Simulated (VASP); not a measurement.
# Si (C2/c) in VASP: single point with PBE+D3(BJ)

Aim: the single point of Si with PBE+D3(BJ).

Program: VASP 6.6.1. These are calculated values, not measurements. Logs are shortened: lines on timing, memory, paths and dates and some standing lists are left out, and cuts for length are marked.

### 1 The cell of the first run

Symmetry: C2/c, No. 15, monoclinic system. The conventional cell has a = 2.637 Å, b = 4.567 Å, c = 4.509 Å, α = 90.00°, β = 91.43°, γ = 90.00°. Within 3.5 Å of Si (site symmetry 2) lie 12 Si at 2.64 to 2.75 Å.

### 2 Single point, PBE+D3(BJ) (strain +0.0250 x Voigt [0, 0, 0, 0, 1, 0])

The input, INCAR:

```
  PREC = Accurate
  ENCUT = 520
  EDIFF = 1E-7
  ISMEAR = 0
  SIGMA = 0.15
  LREAL = False
  LASPH = True
  NELM = 60
  ALGO = Normal
  ISIF = 2
  LWAVE = False
  LCHARG = True
  GGA = PE
  IVDW = 12
  LELF = True
  LVHAR = True
  NBANDS = 11
```

The input, KPOINTS:

```
Automatic mesh
0
Gamma
  24 24 14
```

The input, POSCAR:

```
Si
1.0
    2.6369973380      0.0000000000      0.0329624667
   -1.3184986690      2.2837066844     -0.0164812334
    0.0563623936      0.0000000000      4.5089914857
Si
2
Direct
    0.3333333333      0.6666666667      0.2500000000
    0.6666666667      0.3333333333      0.7500000000
```

Potentials or basis: VASP PAW PBE potentials, release 64 (Si).

Command:

```console
> cat potpaw_PBE.64/Si/POTCAR > POTCAR
> mpirun -np 1 vasp_std > vasp.out
```

OUTCAR:

```text
PREC = Accurate
   ENCUT = 520
   EDIFF = 1E-7
   ISMEAR = 0
   LREAL = False
   LASPH = True
   NELM = 60
   ISIF = 2
   GGA = PE
   IVDW = 12
 IVDW          = 12

 ion  position               nearest neighbor table
   1  0.333  0.667  0.250-   2 2.69   2 2.69   2 2.72   2 2.72   2 2.75   2 2.75
   2  0.667  0.333  0.750-   1 2.69   1 2.69   1 2.72   1 2.72   1 2.75   1 2.75

  LATTYP: Found a base centered monoclinic cell.
 ALAT       =     2.6372033454
 B/A-ratio  =     1.7319155069
 C/A-ratio  =     1.7098961082
 COS(beta)  =    -0.0249960944

  Lattice vectors:

 A1 = (  -1.3184986690,   2.2837066844,  -0.0164812334)
 A2 = (  -1.3184986690,  -2.2837066844,  -0.0164812333)
 A3 = (   0.0563623936,   0.0000000000,   4.5089914857)

Analysis of symmetry for initial positions (statically):
=====================================================================
 Subroutine PRICEL returns:
 Original cell was already a primitive cell.

 Routine SETGRP: Setting up the symmetry group for a
 base centered monoclinic supercell.

 Subroutine GETGRP returns: Found  4 space group operations
 (whereof  2 operations were pure point group operations)
 out of a pool of  4 trial point group operations.

The static configuration has the point symmetry S_2 .
 The point group associated with its full space group is C_2h.

Analysis of symmetry for dynamics (positions and initial velocities):
=====================================================================
 Subroutine PRICEL returns:
 Original cell was already a primitive cell.

 Routine SETGRP: Setting up the symmetry group for a
 base centered monoclinic supercell.

 Subroutine GETGRP returns: Found  4 space group operations
 (whereof  2 operations were pure point group operations)
 out of a pool of  4 trial point group operations.

The dynamic configuration has the point symmetry S_2 .
 The point group associated with its full space group is C_2h.

 Subroutine INISYM returns: Found  4 space group operations
 (whereof  2 operations are pure point group operations),
 and found     1 'primitive' translations

----------------------------------------------------------------------------------------

                                     Primitive cell

  volume of cell :      27.1495

  direct lattice vectors                    reciprocal lattice vectors
     2.636997338  0.000000000  0.032962467     0.379278454  0.218942303 -0.004740981
    -1.318498669  2.283706684 -0.016481233     0.000000000  0.437884605  0.000000000
     0.056362394  0.000000000  4.508991486    -0.002772672  0.000000000  0.221813742

[... 93 lines left out ...]
   PSTRESS=    0.0 pullay stress
   NELECT =       8.0000    total number of electrons
   NUPDOWN=      -1.0000    fix difference up-down
   EMIN   =  10.00;   EMAX   =-10.00  energy-range for DOS
   EFERMI =   0.00;   METHOD = LEGACY
   ISMEAR =     0;   SIGMA  =   0.15  broadening in eV -4-tet -1-fermi 0-gaus
   EFERMI_NEDOS =   21; number of points for ismear=-14 and -15
   IALGO  =     38    algorithm
   IMIX   =      4    mixing-type and parameters
     AMIX     =   0.40;   BMIX     =  1.00
     AMIX_MAG =   1.60;   BMIX_MAG =  1.00
  volume/ion in A,a.u.               =      13.57        91.61
  Fermi-wavevector in a.u.,A,eV,Ry     =   1.089392  2.058653 16.147062  1.186776
  Thomas-Fermi vector in A             =   2.225595
   LORBIT       =      0    0 simple, 1 ext, 2 COOP (PROOUT), +10 PAW based schemes
   GGA     = PE    functional components
   LHFCALC =     F    Hartree Fock is set to
   AEXX    =    0.0000 exact exchange contribution
   IVDW    =    12    specifies the selected vdW correction
   LEPSILON=     F    determine dielectric tensor
   LRPA    =     F    only Hartree local field effects (RPA)
 non-spin polarized calculation
 Gauss-broadening in eV      SIGMA  =   0.15
  energy-cutoff  :      520.00
  volume of cell :       27.15
 maximum number of plane-waves:       753
   NGX =  9   NGY =  9   NGZ = 17

 number of electron       8.0000001 magnetization

 Free energy of the ion-electron system (eV)
  ---------------------------------------------------
  ext. energy  EPLUGINS =         0.00000000
  ---------------------------------------------------
  free energy    TOTEN  =        -9.81328952 eV

  energy without entropy =       -9.80519063  energy(sigma->0) =       -9.80924007

 E-fermi :  11.0380     XC(G=0): -11.4536

 val. band max:       11.0369262120   @ k =  -0.4583  -0.3750   0.3571
 cond. band min:      11.0380870398   @ k =   0.2500   0.2083   0.5000
 fundamental gap:      0.0011608278
 Fermi energy:        11.0379633013

 k-point     1 :       0.0000    0.0000    0.0000
  band No.  band energies     occupation
      1      -4.0288      2.00000
      2       2.5700      2.00000
      3       3.4615      2.00000
      4      20.4903      0.00000
      5      20.4971      0.00000
      6      21.6561      0.00000
      7      21.6589      0.00000
      8      21.8513      0.00000
      9      21.9393      0.00000
     10      24.9139      0.00000
     11      25.5494      0.00000
[... 309 lines left out ...]
 k-point    24 :       0.4167    0.0417    0.0000
  band No.  band energies     occupation
      1       1.2664      2.00000
      2       4.6610      2.00000
      3       7.6949      2.00000
      4       8.5089      2.00000
      5      10.9446      1.62152
      6      12.1373      0.00000
      7      14.3117      0.00000
      8      18.1267      0.00000
      9      19.7286      0.00000
     10      21.7502      0.00000
     11      23.8752      0.00000

 [... further k-points ...]

------------------------ aborting loop because EDIFF is reached ----------------------------------------

 Edisp (eV)   -0.91559

 E8    (eV) :    -0.3745

  FORCE on cell =-STRESS in cart. coord.  units (eV):
  Direction    XX          YY          ZZ          XY          YZ          ZX
  --------------------------------------------------------------------------------------
  -------------------------------------------------------------------------------------
  Total       0.01615     0.00884    -0.06242     0.00000    -0.00000    -0.11120
  in kB       0.95316     0.52172    -3.68360     0.00000    -0.00000    -6.56237
  external pressure =       -0.74 kB  Pullay stress =        0.00 kB

 VOLUME and BASIS-vectors are now :
 -----------------------------------------------------------------------------
  energy-cutoff  :      520.00
  volume of cell :       27.15
      direct lattice vectors                 reciprocal lattice vectors
     2.636997338  0.000000000  0.032962467     0.379278454  0.218942303 -0.004740981
    -1.318498669  2.283706684 -0.016481233     0.000000000  0.437884605  0.000000000
     0.056362394  0.000000000  4.508991486    -0.002772672  0.000000000  0.221813742

 POSITION                                       TOTAL-FORCE (eV/Angst)
 -----------------------------------------------------------------------------------
      0.01409      1.52247      1.12725        -0.000000     -0.004733      0.000000
      1.36077      0.76124      3.39822         0.000000      0.004733     -0.000000
 -----------------------------------------------------------------------------------
    total drift:                                0.000000     -0.000000      0.000000

  FREE ENERGIE OF THE ION-ELECTRON SYSTEM (eV)
  ---------------------------------------------------
  free  energy   TOTEN  =       -10.7288752112 eV

  energy  without entropy=      -10.7207763220  energy(sigma->0) =      -10.72482577
```

Run time: 3.1 min. Hardware: 1 thread of AMD EPYC 9R45 (Zen 5), shared host; peak memory 0.54 GiB.

Results:

- Free energy: -10.7289 eV
- Pressure: -0.1 GPa
- Largest force: 0.005 eV/Å
- Band gap on the k mesh: zero (bands 4 and 5 overlap by 13.25 eV)
- Dispersion energy per atom: -0.458 eV

Forces on the atoms (eV/Å):
```
Si   0.000 -0.005  0.000
Si   0.000  0.005  0.000
```

Caveat: the cell differs from its parent crystal (strain +0.0250 x Voigt [0, 0, 0, 0, 1, 0]).
